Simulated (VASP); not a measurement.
# NbAs (I4_1md) in VASP: notebook

NbAs is run at these levels: r2SCAN; tasks: single point.

Program: VASP 6.6.1. These are calculated values, not measurements. Logs are shortened: lines on timing, memory, paths and dates and some standing lists are left out, and cuts for length are marked.

### Step 1. The cell of the first run

It takes space group I4_1md (No. 109, tetragonal). The conventional cell has a = 3.381 Å, b = 3.381 Å, c = 11.442 Å, α = 90.00°, β = 90.00°, γ = 90.00°. Within 3.4 Å of Nb (site symmetry 2mm) lie 6 As at 2.54 to 2.58 Å and 8 Nb at 3.32 to 3.38 Å. As (site symmetry 2mm) has 6 Nb at 2.54 to 2.58 Å and 8 As at 3.32 to 3.38 Å within 3.4 Å.

### Step 2. Single point, r2SCAN

Contents of POSCAR:

```
NbAs
1.0
   -1.6906186857      1.6906186857      5.7207828749
    1.6906186857     -1.6906186857      5.7207828749
    1.6906186857      1.6906186857     -5.7207828749
Nb As
2 2
Direct
    0.5000000000      0.0000000000      0.5000000000
    0.7500000000      0.7500000000      0.0000000000
    0.9160000000      0.4160000000      0.5000000000
    0.1660000000      0.1660000000      0.0000000000
```

Contents of INCAR.step1:

```
SYSTEM = NbAs
ALGO = Normal
EDIFF = 1E-4
ENCUT = 520
GGA = PE
ISMEAR = -1
LASPH = .TRUE.
LCHARG = .FALSE.
LREAL = .FALSE.
LWAVE = .TRUE.
NBANDS = 26
NELM = 100
PREC = Accurate
SIGMA = 0.05
```

Contents of INCAR.step2:

```
SYSTEM = NbAs
ALGO = Normal
EDIFF = 1E-7
ENCUT = 520
ISIF = 2
ISMEAR = -1
ISTART = 1
LASPH = .TRUE.
LCHARG = .FALSE.
LMIXTAU = .TRUE.
LREAL = .FALSE.
LWAVE = .FALSE.
METAGGA = R2SCAN
NBANDS = 26
NELM = 100
PREC = Accurate
SIGMA = 0.05
```

Contents of KPOINTS:

```
k-points
0
G
  11 11 11
  0 0 0
```

Potentials or basis: VASP PAW PBE potentials, release 64 (Nb_sv, As).

On the command line:

```sh
> cat potpaw_PBE.64/Nb_sv/POTCAR potpaw_PBE.64/As/POTCAR > POTCAR
> cp INCAR.step1 INCAR
> mpirun -np 1 vasp_std > vasp.out
> cp INCAR.step2 INCAR
> mpirun -np 1 vasp_std > vasp.out
```

OUTCAR:

```text
SYSTEM = NbAs
   EDIFF = 1E-7
   ENCUT = 520
   ISIF = 2
   ISMEAR = -1
   ISTART = 1
   LASPH = .TRUE.
   LREAL = .FALSE.
   METAGGA = R2SCAN
   NELM = 100
   PREC = Accurate

 ion  position               nearest neighbor table
   1  0.500  0.000  0.500-   4 2.54   4 2.54   3 2.58   3 2.58   3 2.58   3 2.58
   2  0.750  0.750  0.000-   3 2.54   3 2.54   4 2.58   4 2.58   4 2.58   4 2.58
   3  0.916  0.416  0.500-   2 2.54   2 2.54   1 2.58   1 2.58   1 2.58   1 2.58
   4  0.166  0.166  0.000-   1 2.54   1 2.54   2 2.58   2 2.58   2 2.58   2 2.58

  LATTYP: Found a body centered tetragonal cell.
 ALAT       =     3.3812373714
 C/A-ratio  =     3.3838398471

  Lattice vectors:

 A1 = (  -1.6906186857,   1.6906186857,   5.7207828749)
 A2 = (   1.6906186857,  -1.6906186857,   5.7207828749)
 A3 = (   1.6906186857,   1.6906186857,  -5.7207828749)

Analysis of symmetry for initial positions (statically):
=====================================================================
 Subroutine PRICEL returns:
 Original cell was already a primitive cell.

 Routine SETGRP: Setting up the symmetry group for a
 body centered tetragonal supercell.

 Subroutine GETGRP returns: Found  8 space group operations
 (whereof  4 operations were pure point group operations)
 out of a pool of 16 trial point group operations.

The static configuration has the point symmetry C_2v.
 The point group associated with its full space group is C_4v.

Analysis of symmetry for dynamics (positions and initial velocities):
=====================================================================
 Subroutine PRICEL returns:
 Original cell was already a primitive cell.

 Routine SETGRP: Setting up the symmetry group for a
 body centered tetragonal supercell.

 Subroutine GETGRP returns: Found  8 space group operations
 (whereof  4 operations were pure point group operations)
 out of a pool of 16 trial point group operations.

The dynamic configuration has the point symmetry C_2v.
 The point group associated with its full space group is C_4v.

 Subroutine INISYM returns: Found  8 space group operations
 (whereof  4 operations are pure point group operations),
 and found     1 'primitive' translations

----------------------------------------------------------------------------------------

                                     Primitive cell

  volume of cell :      65.4044

  direct lattice vectors                    reciprocal lattice vectors
    -1.690618686  1.690618686  5.720782875     0.000000000  0.295749718  0.087400625
     1.690618686 -1.690618686  5.720782875     0.295749718  0.000000000  0.087400625
     1.690618686  1.690618686 -5.720782875     0.295749718  0.295749718  0.000000000

  length of vectors
     6.200301588  6.200301588  6.200301588     0.308393847  0.308393847  0.418253263

  position of ions in fractional coordinates (direct lattice)
     0.500000000  0.000000000  0.500000000
     0.750000000  0.750000000  0.000000000
     0.916000000  0.416000000  0.500000000
     0.166000000  0.166000000  0.000000000

  ion indices of the primitive-cell ions
   primitive index   ion index
                 1           1
                 2           2
                 3           3
                 4           4

----------------------------------------------------------------------------------------

 KPOINTS: k-points

Automatic generation of k-mesh.
 Grid dimensions read from file:
 generate k-points for:   11   11   11

 Generating k-lattice:

  Cartesian coordinates                     Fractional coordinates (reciprocal lattice)
     0.000000000  0.026886338  0.007945511     0.090909091 -0.000000000  0.000000000
     0.026886338  0.000000000  0.007945511    -0.000000000  0.090909091  0.000000000
     0.026886338  0.026886338  0.000000000     0.000000000  0.000000000  0.090909091

  Length of vectors
     0.028035804  0.028035804  0.038023024

  Shift w.r.t. Gamma in fractional coordinates (k-lattice)
     0.000000000  0.000000000  0.000000000

 Subroutine IBZKPT returns following result:
 ===========================================

 Found    126 irreducible k-points:

 Following reciprocal coordinates:
            Coordinates               Weight
  0.000000  0.000000  0.000000      1.000000
  0.090909 -0.000000  0.000000      8.000000
  0.181818 -0.000000  0.000000      8.000000
  0.272727 -0.000000  0.000000      8.000000
  0.363636  0.000000 -0.000000      8.000000
  0.454545 -0.000000  0.000000      8.000000
[... 16 lines left out ...]
 -0.272727  0.181818 -0.000000     16.000000
 -0.181818  0.181818  0.000000      4.000000
 [... further k-points ...]
   k-points           NKPTS =    126   k-points in BZ     NKDIM =    126   number of bands    NBANDS=     26
   number of dos      NEDOS =    301   number of ions     NIONS =      4
   total plane-waves  NPLWV = 110592
   dimension x,y,z NGX =    48 NGY =   48 NGZ =   48
   dimension x,y,z NGXF=    96 NGYF=   96 NGZF=   96
   ions per type =               2   2
   NGX,Y,Z   is equivalent  to a cutoff of  12.87, 12.87, 12.87 a.u.
   NGXF,Y,Z  is equivalent  to a cutoff of  25.74, 25.74, 25.74 a.u.
 SYSTEM =  NbAs
   PREC   = accura    normal or accurate (medium, high low for compatibility)
   ISTART =      1    job   : 0-new  1-cont  2-samecut
   ICHARG =      0    charge: 1-file 2-atom 10-const
   ISPIN  =      1    spin polarized calculation?
   LNONCOLLINEAR =      F non collinear calculations
   LSORBIT =      F    spin-orbit coupling
   LASPH  =      T    aspherical Exc in radial PAW
   ENCUT  =  520.0 eV  38.22 Ry    6.18 a.u.  11.53 11.53 11.53*2*pi/ulx,y,z
   NELM   =    100;   NELMIN=  2; NELMDL=  0     # of ELM steps
   EDIFF  = 0.1E-06   stopping-criterion for ELM
   LREAL  =      F    real-space projection
   EDIFFG = 0.1E-05   stopping-criterion for IOM
   NSW    =      0    number of steps for IOM
   IBRION =     -1    ionic relax: 0-MD 1-quasi-New 2-CG
   NFREE  =      0    steps in history (QN), initial steepest desc. (CG)
   ISIF   =      2    stress and relaxation
   ISYM   =      2    0-nonsym 1-usesym 2-fastsym
   POTIM  = 0.5000    time-step for ionic-motion
   TEBEG  =    0.0;   TEEND  =   0.0 temperature during run
   PSTRESS=    0.0 pullay stress
   NELECT =      36.0000    total number of electrons
   NUPDOWN=      -1.0000    fix difference up-down
   EMIN   =  10.00;   EMAX   =-10.00  energy-range for DOS
   EFERMI =   0.00;   METHOD = LEGACY
   ISMEAR =    -1;   SIGMA  =   0.05  broadening in eV -4-tet -1-fermi 0-gaus
   EFERMI_NEDOS =   21; number of points for ismear=-14 and -15
   IALGO  =     38    algorithm
   IMIX   =      4    mixing-type and parameters
     AMIX     =   0.40;   BMIX     =  1.00
     AMIX_MAG =   1.60;   BMIX_MAG =  1.00
  volume/ion in A,a.u.               =      16.35       110.34
  Fermi-wavevector in a.u.,A,eV,Ry     =   1.341653  2.535356 24.490917  1.800032
  Thomas-Fermi vector in A             =   2.469869
   LORBIT       =      0    0 simple, 1 ext, 2 COOP (PROOUT), +10 PAW based schemes
   METAGGA = R2SCAN    functional components
   LHFCALC =     F    Hartree Fock is set to
   AEXX    =    0.0000 exact exchange contribution
   IVDW    =     0    specifies the selected vdW correction
   LEPSILON=     F    determine dielectric tensor
   LRPA    =     F    only Hartree local field effects (RPA)
 non-spin polarized calculation
  energy-cutoff  :      520.00
  volume of cell :       65.40
 maximum number of plane-waves:      1781
 NGX is ok and might be reduce to    48
   NGX = 23   NGY = 23   NGZ = 23

 number of electron      36.0000000 magnetization

 Free energy of the ion-electron system (eV)
  ---------------------------------------------------
  ext. energy  EPLUGINS =         0.00000000
  ---------------------------------------------------
  free energy    TOTEN  =       -82.05128963 eV

  energy without entropy =      -82.04597374  energy(sigma->0) =      -82.04863168

 E-fermi :  10.4367     XC(G=0): -12.9961

 val. band max:       10.4096828867   @ k =  -0.0909   0.4545   0.0909
 cond. band min:      10.4431736293   @ k =  -0.1818  -0.4545   0.1818
 fundamental gap:      0.0334907426
 Fermi energy:        10.4367331803

 k-point     1 :       0.0000    0.0000    0.0000
  band No.  band energies     occupation
      1     -46.4385      2.00000
      2     -46.3955      2.00000
      3     -22.0533      2.00000
      4     -21.8581      2.00000
      5     -21.8581      2.00000
      6     -21.6768      2.00000
[... 18 lines left out ...]
     25      14.8990      0.00000
     26      14.8990      0.00000

 k-point     2 :       0.0909   -0.0000    0.0000
  band No.  band energies     occupation
      1     -46.4364      2.00000
      2     -46.3947      2.00000
      3     -22.0448      2.00000
      4     -21.8812      2.00000
      5     -21.8560      2.00000
      6     -21.6997      2.00000
[... 18 lines left out ...]
     25      15.0153      0.00000
     26      15.2830      0.00000

 k-point     3 :       0.1818   -0.0000    0.0000
  band No.  band energies     occupation
      1     -46.4307      2.00000
      2     -46.3928      2.00000
      3     -22.0268      2.00000
      4     -21.9374      2.00000
      5     -21.8503      2.00000
      6     -21.7563      2.00000
[... 18 lines left out ...]
     25      15.3872      0.00000
     26      16.1383      0.00000

 k-point     4 :       0.2727   -0.0000    0.0000
  band No.  band energies     occupation
      1     -46.4229      2.00000
      2     -46.3906      2.00000
      3     -22.0519      2.00000
      4     -21.9612      2.00000
      5     -21.8428      2.00000
      6     -21.8231      2.00000
[... 18 lines left out ...]
     25      15.5257      0.00000
     26      16.9501      0.00000
[... 496 lines left out ...]
      1     -46.4099      2.00000
      2     -46.3841      2.00000
      3     -22.1030      2.00000
      4     -21.9507      2.00000
      5     -21.9016      2.00000
      6     -21.8598      2.00000
[... 18 lines left out ...]
     25      15.3002      0.00000
     26      17.1788      0.00000

 k-point    23 :      -0.2727    0.1818   -0.0000
  band No.  band energies     occupation
      1     -46.4174      2.00000
      2     -46.3858      2.00000
      3     -22.0376      2.00000
      4     -21.9645      2.00000
      5     -21.9073      2.00000
      6     -21.8163      2.00000
[... 18 lines left out ...]
     25      15.2997      0.00000
     26      16.7596      0.00000

 k-point    24 :      -0.1818    0.1818    0.0000
  band No.  band energies     occupation
      1     -46.4245      2.00000
      2     -46.3885      2.00000
      3     -22.0138      2.00000
      4     -21.9424      2.00000
      5     -21.9117      2.00000
      6     -21.7561      2.00000
[... 18 lines left out ...]
     25      14.7909      0.00000
     26      16.3498      0.00000

 [... further k-points ...]
[... 5 lines left out ...]
  --------------------------------------------------------------------------------------
  -------------------------------------------------------------------------------------
  Total        5.9688155      5.9688155      6.0586680      0.0000000      0.0000000      0.0000000
  in kB      146.2150065    146.2150065    148.4160793      0.0000000      0.0000000      0.0000000
  external PRESSURE =     146.9486974 kB  Pullay stress =       0.0000000 kB

 VOLUME and BASIS-vectors are now :
 -----------------------------------------------------------------------------
  energy-cutoff  :      520.00
  volume of cell :       65.40
      direct lattice vectors                 reciprocal lattice vectors
    -1.690618686  1.690618686  5.720782875     0.000000000  0.295749718  0.087400625
     1.690618686 -1.690618686  5.720782875     0.295749718  0.000000000  0.087400625
     1.690618686  1.690618686 -5.720782875     0.295749718  0.295749718  0.000000000

 POSITION                                       TOTAL-FORCE (eV/Angst)
 -----------------------------------------------------------------------------------
      0.00000      1.69062      0.00000        -0.000000     -0.000000     -0.365395
      0.00000      0.00000      8.58117        -0.000000     -0.000000     -0.365395
      0.00000      1.69062      4.75969         0.000000     -0.000000      0.365395
      0.00000      0.00000      1.89930        -0.000000      0.000000      0.365395
 -----------------------------------------------------------------------------------
    total drift:                               -0.000000     -0.000000     -0.001024

  FREE ENERGIE OF THE ION-ELECTRON SYSTEM (eV)
  ---------------------------------------------------
  free  energy   TOTEN  =       -82.0512896265 eV

  energy  without entropy=      -82.0459737427  energy(sigma->0) =      -82.04863168
```

Wall time 20 min (1 thread of Intel Xeon 6975P-C (Granite Rapids), shared host); peak memory 0.48 GiB.

Results:

```
Free energy   : -82.0513 eV
Pressure      : 14.7 GPa
Largest force : 0.365 eV/Å
```

Forces in eV/Å, atoms in the order of the input:
```
Nb   0.000  0.000 -0.365
Nb   0.000  0.000 -0.365
As   0.000  0.000  0.365
As   0.000  0.000  0.365
```

Stress tensor (GPa, compression positive):
```
14.62  0.00  0.00
 0.00 14.62  0.00
 0.00  0.00 14.84
```

Caveat: the cell stands under pressure; the PAW data sets were made with another functional, which shifts forces and pressure a little.

### Step 3. Single point, r2SCAN

This run uses another cell than the first one, of 16.70 Å³/atom.

Contents of POSCAR:

```
NbAs
1.0
   -1.7025248434      1.7025248434      5.7610714056
    1.7025248434     -1.7025248434      5.7610714056
    1.7025248434      1.7025248434     -5.7610714056
Nb As
2 2
Direct
    0.5000000000      0.0000000000      0.5000000000
    0.7500000000      0.7500000000      0.0000000000
    0.9160000000      0.4160000000      0.5000000000
    0.1660000000      0.1660000000      0.0000000000
```

Contents of INCAR.step1:

```
PREC     = Accurate       # precision mode
ENCUT    = 520            # plane-wave cutoff, eV
ISMEAR   = -1             # smearing method
SIGMA    = 0.05           # smearing width, eV
LREAL    = False          # projectors in reciprocal space
LASPH    = True           # aspherical terms in the spheres
NELM     = 80             # most SCF steps
NBANDS   = 26             # bands
GGA      = PE             # functional
ALGO     = Normal         # electronic algorithm
EDIFF    = 1E-4           # SCF threshold, eV
LWAVE    = True           # write WAVECAR
LCHARG   = False          # write CHGCAR
```

Contents of INCAR.step2:

```
PREC     = Accurate       # precision mode
ENCUT    = 520            # plane-wave cutoff, eV
EDIFF    = 1E-7           # SCF threshold, eV
ISMEAR   = -1             # smearing method
SIGMA    = 0.05           # smearing width, eV
LREAL    = False          # projectors in reciprocal space
LASPH    = True           # aspherical terms in the spheres
NELM     = 80             # most SCF steps
ALGO     = Normal         # electronic algorithm
ISIF     = 2              # what is computed and relaxed
LWAVE    = False          # write WAVECAR
LCHARG   = False          # write CHGCAR
METAGGA  = R2SCAN         # meta-GGA
LMIXTAU  = True         
NBANDS   = 26             # bands
ISTART   = 1
```

Contents of KPOINTS:

```
regular mesh
0
Gamma
  11 11 11
```

Potentials or basis: VASP PAW PBE potentials, release 64 (Nb_sv, As).

On the command line:

```sh
> cat potpaw_PBE.64/Nb_sv/POTCAR potpaw_PBE.64/As/POTCAR > POTCAR
> cp INCAR.step1 INCAR
> mpirun -np 1 vasp_std > vasp.out
> cp INCAR.step2 INCAR
> mpirun -np 1 vasp_std > vasp.out
```

OUTCAR:

```text
PREC = Accurate
   ENCUT = 520
   EDIFF = 1E-7
   ISMEAR = -1
   LREAL = False
   LASPH = True
   NELM = 80
   ISIF = 2
   METAGGA = R2SCAN
   ISTART = 1

 ion  position               nearest neighbor table
   1  0.500  0.000  0.500-   4 2.56   4 2.56   3 2.59   3 2.59   3 2.59   3 2.59
   2  0.750  0.750  0.000-   3 2.56   3 2.56   4 2.59   4 2.59   4 2.59   4 2.59
   3  0.916  0.416  0.500-   2 2.56   2 2.56   1 2.59   1 2.59   1 2.59   1 2.59
   4  0.166  0.166  0.000-   1 2.56   1 2.56   2 2.59   2 2.59   2 2.59   2 2.59

  LATTYP: Found a body centered tetragonal cell.
[... 897 lines left out ...]
  --------------------------------------------------------------------------------------
  -------------------------------------------------------------------------------------
  Total        4.0485928      4.0485928      4.3523478      0.0000000      0.0000000      0.0000000
  in kB       97.1101249     97.1101249    104.3960373      0.0000000      0.0000000      0.0000000
  external PRESSURE =      99.5387624 kB  Pullay stress =       0.0000000 kB

 VOLUME and BASIS-vectors are now :
 -----------------------------------------------------------------------------
  energy-cutoff  :      520.00
  volume of cell :       66.80
      direct lattice vectors                 reciprocal lattice vectors
    -1.702524843  1.702524843  5.761071406     0.000000000  0.293681471  0.086789412
     1.702524843 -1.702524843  5.761071406     0.293681471  0.000000000  0.086789412
     1.702524843  1.702524843 -5.761071406     0.293681471  0.293681471  0.000000000

 POSITION                                       TOTAL-FORCE (eV/Angst)
 -----------------------------------------------------------------------------------
      0.00000      1.70252      0.00000         0.000000      0.000000     -0.335147
      0.00000      0.00000      8.64161        -0.000000     -0.000000     -0.335147
      0.00000      1.70252      4.79321         0.000000     -0.000000      0.335147
      0.00000      0.00000      1.91268        -0.000000      0.000000      0.335147
 -----------------------------------------------------------------------------------
    total drift:                               -0.000000     -0.000000     -0.000041

  FREE ENERGIE OF THE ION-ELECTRON SYSTEM (eV)
  ---------------------------------------------------
  free  energy   TOTEN  =       -82.1583618565 eV

  energy  without entropy=      -82.1529611226  energy(sigma->0) =      -82.15566149
```

OUTCAR.step1:

```text
PREC = Accurate
   ENCUT = 520
   ISMEAR = -1
   LREAL = False
   LASPH = True
   NELM = 80
[... 925 lines left out ...]
      0.00000      0.00000      8.64161        -0.000000      0.000000     -0.353129
      0.00000      1.70252      4.79321         0.000000      0.000000      0.353129
      0.00000      0.00000      1.91268        -0.000000     -0.000000      0.353129
 -----------------------------------------------------------------------------------
    total drift:                               -0.000000     -0.000000      0.000571

  FREE ENERGIE OF THE ION-ELECTRON SYSTEM (eV)
  ---------------------------------------------------
  free  energy   TOTEN  =       -32.3849834693 eV

  energy  without entropy=      -32.3790203518  energy(sigma->0) =      -32.38200191
```

Run time: 18 min. Hardware: 1 thread of Intel Xeon 6975P-C (Granite Rapids), shared host; peak memory 0.48 GiB.

What came out:

```
Free energy   : -82.1584 eV
Pressure      : 10.0 GPa
Largest force : 0.335 eV/Å
```

Forces on the atoms (eV/Å):
```
Nb   0.000  0.000 -0.335
Nb   0.000  0.000 -0.335
As   0.000  0.000  0.335
As   0.000  0.000  0.335
```

Caveat: the cell stands under pressure; the PAW data sets were made with another functional, which shifts forces and pressure a little.
